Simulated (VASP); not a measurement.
# InAs (Fm-3m) in VASP: notebook

Runs on InAs. Level: r2SCAN. Tasks: single point.

Program: VASP 6.6.1. These are calculated values, not measurements. Logs are shortened: lines on timing, memory, paths and dates and some standing lists are left out, and cuts for length are marked.

### 1 The cell of the first run

It takes space group Fm-3m (No. 225, cubic). The conventional cell has a = 5.755 Å, b = 5.755 Å, c = 5.755 Å, α = 90.00°, β = 90.00°, γ = 90.00°. Within 3.8 Å of In (site symmetry m-3m) lie 6 As at 2.88 Å. As (site symmetry m-3m) has 6 In at 2.88 Å within 3.8 Å.

### 2 Single point, r2SCAN

Contents of POSCAR:

```
InAs
1.0
    0.0000000000      2.8773040000      2.8773040000
    2.8773040000      0.0000000000      2.8773040000
    2.8773040000      2.8773040000      0.0000000000
In As
1 1
Direct
    0.5000000000      0.5000000000      0.5000000000
    0.0000000000      0.0000000000      0.0000000000
```

Contents of INCAR.step1:

```
SYSTEM = InAs
PREC = Accurate ; ENCUT = 520
ISMEAR = -1 ; SIGMA = 0.05
LREAL = .False. ; LASPH = .True.
NELM = 60 ; NBANDS = 16
GGA = PE ; ALGO = Normal
EDIFF = 1E-4 ; LWAVE = .True.
LCHARG = .False.
```

Contents of INCAR.step2:

```
SYSTEM = InAs
PREC = Accurate ; ENCUT = 520
EDIFF = 1E-6 ; ISMEAR = -1
SIGMA = 0.05 ; LREAL = .False.
LASPH = .True. ; NELM = 60
ALGO = Normal ; ISIF = 2
LWAVE = .False. ; LCHARG = .False.
METAGGA = R2SCAN ; LMIXTAU = .True.
NBANDS = 16 ; ISTART = 1
```

Contents of KPOINTS:

```
regular mesh
0
Gamma
  8 8 8
  0 0 0
```

Potentials or basis: VASP PAW PBE potentials, release 64 (In_d, As).

Started as:

```console
$ cat potpaw_PBE.64/In_d/POTCAR potpaw_PBE.64/As/POTCAR > POTCAR
$ cp INCAR.step1 INCAR
$ mpirun -np 1 vasp_std > vasp.out
$ cp INCAR.step2 INCAR
$ mpirun -np 1 vasp_std > vasp.out
```

OUTCAR:

```text
SYSTEM = InAs
   PREC = Accurate
   ENCUT = 520
   EDIFF = 1E-6
   ISMEAR = -1
   LREAL = .False.
   LASPH = .True.
   NELM = 60
   ISIF = 2
   METAGGA = R2SCAN
   ISTART = 1

 ion  position               nearest neighbor table
   1  0.500  0.500  0.500-   2 2.88   2 2.88   2 2.88   2 2.88   2 2.88   2 2.88
   2  0.000  0.000  0.000-   1 2.88   1 2.88   1 2.88   1 2.88   1 2.88   1 2.88

  LATTYP: Found a face centered cubic cell.
 ALAT       =     5.7546080000

  Lattice vectors:

 A1 = (   0.0000000000,   2.8773040000,   2.8773040000)
 A2 = (   2.8773040000,   0.0000000000,   2.8773040000)
 A3 = (   2.8773040000,   2.8773040000,   0.0000000000)

Analysis of symmetry for initial positions (statically):
=====================================================================
 Subroutine PRICEL returns:
 Original cell was already a primitive cell.

 Routine SETGRP: Setting up the symmetry group for a
 face centered cubic supercell.

 Subroutine GETGRP returns: Found 48 space group operations
 (whereof 48 operations were pure point group operations)
 out of a pool of 48 trial point group operations.

The static configuration has the point symmetry O_h .

Analysis of symmetry for dynamics (positions and initial velocities):
=====================================================================
 Subroutine PRICEL returns:
 Original cell was already a primitive cell.

 Routine SETGRP: Setting up the symmetry group for a
 face centered cubic supercell.

 Subroutine GETGRP returns: Found 48 space group operations
 (whereof 48 operations were pure point group operations)
 out of a pool of 48 trial point group operations.

The dynamic configuration has the point symmetry O_h .

 Subroutine INISYM returns: Found 48 space group operations
 (whereof 48 operations are pure point group operations),
 and found     1 'primitive' translations

----------------------------------------------------------------------------------------

                                     Primitive cell

  volume of cell :      47.6417

  direct lattice vectors                    reciprocal lattice vectors
     0.000000000  2.877304000  2.877304000    -0.173773783  0.173773783  0.173773783
     2.877304000  0.000000000  2.877304000     0.173773783 -0.173773783  0.173773783
     2.877304000  2.877304000  0.000000000     0.173773783  0.173773783 -0.173773783

  length of vectors
     4.069122340  4.069122340  4.069122340     0.300985021  0.300985021  0.300985021

  position of ions in fractional coordinates (direct lattice)
     0.500000000  0.500000000  0.500000000
     0.000000000  0.000000000  0.000000000

  ion indices of the primitive-cell ions
   primitive index   ion index
                 1           1
                 2           2

----------------------------------------------------------------------------------------

 KPOINTS: regular mesh

Automatic generation of k-mesh.
 Grid dimensions read from file:
 generate k-points for:    8    8    8

 Generating k-lattice:

  Cartesian coordinates                     Fractional coordinates (reciprocal lattice)
    -0.021721723  0.021721723  0.021721723     0.125000000  0.000000000  0.000000000
     0.021721723 -0.021721723  0.021721723     0.000000000  0.125000000  0.000000000
     0.021721723  0.021721723 -0.021721723     0.000000000  0.000000000  0.125000000

  Length of vectors
     0.037623128  0.037623128  0.037623128

  Shift w.r.t. Gamma in fractional coordinates (k-lattice)
     0.000000000  0.000000000  0.000000000

 Subroutine IBZKPT returns following result:
 ===========================================

 Found     29 irreducible k-points:

 Following reciprocal coordinates:
            Coordinates               Weight
  0.000000  0.000000  0.000000      1.000000
  0.125000  0.000000  0.000000      8.000000
  0.250000  0.000000  0.000000      8.000000
  0.375000  0.000000  0.000000      8.000000
  0.500000  0.000000  0.000000      4.000000
  0.125000  0.125000  0.000000      6.000000
[... 16 lines left out ...]
  0.500000  0.250000  0.125000     48.000000
 -0.375000  0.250000  0.125000     24.000000
 [... further k-points ...]
   k-points           NKPTS =     29   k-points in BZ     NKDIM =     29   number of bands    NBANDS=     16
   number of dos      NEDOS =    301   number of ions     NIONS =      2
   total plane-waves  NPLWV =  27000
   dimension x,y,z NGX =    30 NGY =   30 NGZ =   30
   dimension x,y,z NGXF=    60 NGYF=   60 NGZF=   60
   ions per type =               1   1
   NGX,Y,Z   is equivalent  to a cutoff of  12.26, 12.26, 12.26 a.u.
   NGXF,Y,Z  is equivalent  to a cutoff of  24.51, 24.51, 24.51 a.u.
 SYSTEM =  InAs
   PREC   = accura    normal or accurate (medium, high low for compatibility)
   ISTART =      1    job   : 0-new  1-cont  2-samecut
   ICHARG =      0    charge: 1-file 2-atom 10-const
   ISPIN  =      1    spin polarized calculation?
   LNONCOLLINEAR =      F non collinear calculations
   LSORBIT =      F    spin-orbit coupling
   LASPH  =      T    aspherical Exc in radial PAW
   ENCUT  =  520.0 eV  38.22 Ry    6.18 a.u.   7.57  7.57  7.57*2*pi/ulx,y,z
   NELM   =     60;   NELMIN=  2; NELMDL=  0     # of ELM steps
   EDIFF  = 0.1E-05   stopping-criterion for ELM
   LREAL  =      F    real-space projection
   EDIFFG = 0.1E-04   stopping-criterion for IOM
   NSW    =      0    number of steps for IOM
   IBRION =     -1    ionic relax: 0-MD 1-quasi-New 2-CG
   NFREE  =      0    steps in history (QN), initial steepest desc. (CG)
   ISIF   =      2    stress and relaxation
   ISYM   =      2    0-nonsym 1-usesym 2-fastsym
   POTIM  = 0.5000    time-step for ionic-motion
   TEBEG  =    0.0;   TEEND  =   0.0 temperature during run
   PSTRESS=    0.0 pullay stress
   NELECT =      18.0000    total number of electrons
   NUPDOWN=      -1.0000    fix difference up-down
   EMIN   =  10.00;   EMAX   =-10.00  energy-range for DOS
   EFERMI =   0.00;   METHOD = LEGACY
   ISMEAR =    -1;   SIGMA  =   0.05  broadening in eV -4-tet -1-fermi 0-gaus
   EFERMI_NEDOS =   21; number of points for ismear=-14 and -15
   IALGO  =     38    algorithm
   IMIX   =      4    mixing-type and parameters
     AMIX     =   0.40;   BMIX     =  1.00
     AMIX_MAG =   1.60;   BMIX_MAG =  1.00
  volume/ion in A,a.u.               =      23.82       160.75
  Fermi-wavevector in a.u.,A,eV,Ry     =   1.183505  2.236499 19.057448  1.400683
  Thomas-Fermi vector in A             =   2.319738
   LORBIT       =      0    0 simple, 1 ext, 2 COOP (PROOUT), +10 PAW based schemes
   METAGGA = R2SCAN    functional components
   LHFCALC =     F    Hartree Fock is set to
   AEXX    =    0.0000 exact exchange contribution
   IVDW    =     0    specifies the selected vdW correction
   LEPSILON=     F    determine dielectric tensor
   LRPA    =     F    only Hartree local field effects (RPA)
 non-spin polarized calculation
  energy-cutoff  :      520.00
  volume of cell :       47.64
 maximum number of plane-waves:      1303
   NGX = 15   NGY = 15   NGZ = 15

 number of electron      18.0000002 magnetization

 Free energy of the ion-electron system (eV)
  ---------------------------------------------------
  ext. energy  EPLUGINS =         0.00000000
  ---------------------------------------------------
  free energy    TOTEN  =       -37.56250054 eV

  energy without entropy =      -37.54927053  energy(sigma->0) =      -37.55588553

 E-fermi :   5.8096     XC(G=0): -10.6705

 val. band max:        5.8032309481   @ k =  -0.3750   0.3750   0.0000
 cond. band min:       5.8104144283   @ k =   0.3750   0.0000   0.0000
 fundamental gap:      0.0071834802
 Fermi energy:         5.8096108619

 k-point     1 :       0.0000    0.0000    0.0000
  band No.  band energies     occupation
      1      -9.1415      2.00000
      2      -9.1415      2.00000
      3      -9.1093      2.00000
      4      -9.1093      2.00000
      5      -9.1093      2.00000
      6      -6.8097      2.00000
[... 8 lines left out ...]
     15      13.7902      0.00000
     16      13.7902      0.00000

 k-point     2 :       0.1250    0.0000    0.0000
  band No.  band energies     occupation
      1      -9.1480      2.00000
      2      -9.1480      2.00000
      3      -9.1095      2.00000
      4      -9.1027      2.00000
      5      -9.1027      2.00000
      6      -6.6346      2.00000
[... 8 lines left out ...]
     15      13.9347      0.00000
     16      13.9347      0.00000

 k-point     3 :       0.2500    0.0000    0.0000
  band No.  band energies     occupation
      1      -9.1664      2.00000
      2      -9.1663      2.00000
      3      -9.1108      2.00000
      4      -9.0838      2.00000
      5      -9.0838      2.00000
      6      -6.1386      2.00000
[... 8 lines left out ...]
     15      15.0109      0.00000
     16      15.0109      0.00000

 k-point     4 :       0.3750    0.0000    0.0000
  band No.  band energies     occupation
      1      -9.1857      2.00000
      2      -9.1856      2.00000
      3      -9.1132      2.00000
      4      -9.0638      2.00000
      5      -9.0638      2.00000
      6      -5.4644      2.00000
[... 8 lines left out ...]
     15      16.6786      0.00000
     16      16.6787      0.00000
[... 324 lines left out ...]
 k-point    22 :       0.3750    0.2500    0.1250
  band No.  band energies     occupation
      1      -9.2353      2.00000
      2      -9.1481      2.00000
      3      -9.1164      2.00000
      4      -9.0727      2.00000
      5      -9.0707      2.00000
      6      -5.6624      2.00000
[... 8 lines left out ...]
     15      16.8514      0.00000
     16      17.9445      0.00000

 k-point    23 :       0.5000    0.2500    0.1250
  band No.  band energies     occupation
      1      -9.2623      2.00000
      2      -9.1636      2.00000
      3      -9.1072      2.00000
      4      -9.0716      2.00000
      5      -9.0555      2.00000
      6      -5.0080      2.00000
[... 8 lines left out ...]
     15      17.4344      0.00000
     16      18.3613      0.00000

 k-point    24 :      -0.3750    0.2500    0.1250
  band No.  band energies     occupation
      1      -9.2714      2.00000
      2      -9.1714      2.00000
      3      -9.0987      2.00000
      4      -9.0766      2.00000
      5      -9.0484      2.00000
      6      -4.6486      2.00000
[... 8 lines left out ...]
     15      16.0535      0.00000
     16      19.2600      0.00000

 [... further k-points ...]

------------------------ aborting loop because EDIFF is reached ----------------------------------------

  FORCE on cell =-STRESS in cart. coord.  units (eV):
  Direction    XX          YY          ZZ          XY          YZ          ZX
  --------------------------------------------------------------------------------------
  -------------------------------------------------------------------------------------
  Total       -0.6886379     -0.6886379     -0.6886379     -0.0000000      0.0000000     -0.0000000
  in kB      -23.1587050    -23.1587050    -23.1587050     -0.0000000      0.0000000     -0.0000000
  external PRESSURE =     -23.1587050 kB  Pullay stress =       0.0000000 kB

 VOLUME and BASIS-vectors are now :
 -----------------------------------------------------------------------------
  energy-cutoff  :      520.00
  volume of cell :       47.64
      direct lattice vectors                 reciprocal lattice vectors
     0.000000000  2.877304000  2.877304000    -0.173773783  0.173773783  0.173773783
     2.877304000  0.000000000  2.877304000     0.173773783 -0.173773783  0.173773783
     2.877304000  2.877304000  0.000000000     0.173773783  0.173773783 -0.173773783

 POSITION                                       TOTAL-FORCE (eV/Angst)
 -----------------------------------------------------------------------------------
      2.87730      2.87730      2.87730        -0.000000     -0.000000      0.000000
      0.00000      0.00000      0.00000         0.000000      0.000000     -0.000000
 -----------------------------------------------------------------------------------
    total drift:                                0.000000      0.000000      0.000000

  FREE ENERGIE OF THE ION-ELECTRON SYSTEM (eV)
  ---------------------------------------------------
  free  energy   TOTEN  =       -37.5625005408 eV

  energy  without entropy=      -37.5492705277  energy(sigma->0) =      -37.55588553
```

It took 73 s on 1 thread of AMD EPYC 7R13 (Zen 3), shared host; peak memory 0.15 GiB.

Results:

```
Free energy            : -37.5625 eV
Pressure               : -2.3 GPa
Band gap on the k mesh : zero (bands 9 and 10 overlap by 2.65 eV)
```

Levels at points of the mesh, in eV from the Fermi level:
```
           k point  band 7  band 8  band 9  band 10  band 11  band 12
(0.00, 0.00, 0.00)   -0.30   -0.30   -0.30    -0.28     7.58     7.58
(0.50, 0.00, 0.00)   -6.72    0.10    0.10     2.53     3.51     3.51
(0.50, 0.50, 0.00)   -4.89   -2.85   -2.38    -2.38     4.23     9.80
```

Caveat: the PAW data sets were made with another functional, which shifts forces and pressure a little; spin-orbit coupling is left out, which moves the levels of the heavy elements.

### 3 Single point, r2SCAN

This run uses another cell than the first one, of 24.30 Å³/atom.

Contents of POSCAR:

```
InAs
1.0
    0.0000000000      2.8963595487      2.8963595487
    2.8963595487      0.0000000000      2.8963595487
    2.8963595487      2.8963595487      0.0000000000
In As
1 1
Direct
    0.5000000000      0.5000000000      0.5000000000
    0.0000000000      0.0000000000      0.0000000000
```

Contents of INCAR.step1:

```
PREC = Accurate
ENCUT = 520
ISMEAR = -1
SIGMA = 0.05
LREAL = False
LASPH = True
NELM = 80
NBANDS = 16
GGA = PE
ALGO = Normal
EDIFF = 1E-4
LWAVE = True
LCHARG = False
```

Contents of INCAR.step2:

```
PREC = Accurate
ENCUT = 520
EDIFF = 1E-6
ISMEAR = -1
SIGMA = 0.05
LREAL = False
LASPH = True
NELM = 80
ALGO = Normal
ISIF = 2
LWAVE = False
LCHARG = False
METAGGA = R2SCAN
LMIXTAU = True
NBANDS = 16
ISTART = 1
```

Contents of KPOINTS:

```
regular mesh
0
Gamma
  8 8 8
```

Potentials or basis: VASP PAW PBE potentials, release 64 (In_d, As).

Started as:

```console
$ cat potpaw_PBE.64/In_d/POTCAR potpaw_PBE.64/As/POTCAR > POTCAR
$ cp INCAR.step1 INCAR
$ mpirun -np 1 vasp_std > vasp.out
$ cp INCAR.step2 INCAR
$ mpirun -np 1 vasp_std > vasp.out
```

Run time: 71 s. Hardware: 1 thread of AMD EPYC 7R13 (Zen 3), shared host; peak memory 0.15 GiB.

Results (log left out):

```
Free energy            : -37.5456 eV
Pressure               : -3.4 GPa
Band gap on the k mesh : zero (bands 9 and 10 overlap by 2.58 eV)
```

Levels at points of the mesh, in eV from the Fermi level:
| k point | band 6 | band 7 | band 8 | band 9 | band 10 | band 11 | band 12 | band 13 |
| --- | --- | --- | --- | --- | --- | --- | --- | --- |
| (0.00, 0.00, 0.00) | -12.48 | -0.42 | -0.28 | -0.28 | -0.28 | 7.57 | 7.57 | 7.57 |
| (0.50, 0.00, 0.00) | -10.81 | -6.61 | 0.10 | 0.10 | 2.52 | 3.51 | 3.51 | 4.64 |
| (0.50, 0.50, 0.00) | -9.93 | -4.76 | -2.86 | -2.31 | -2.31 | 4.27 | 9.64 | 9.64 |

Caveat: the cell stands under tension; the PAW data sets were made with another functional, which shifts forces and pressure a little; spin-orbit coupling is left out, which moves the levels of the heavy elements.

(Continued in part 2 of 2.)
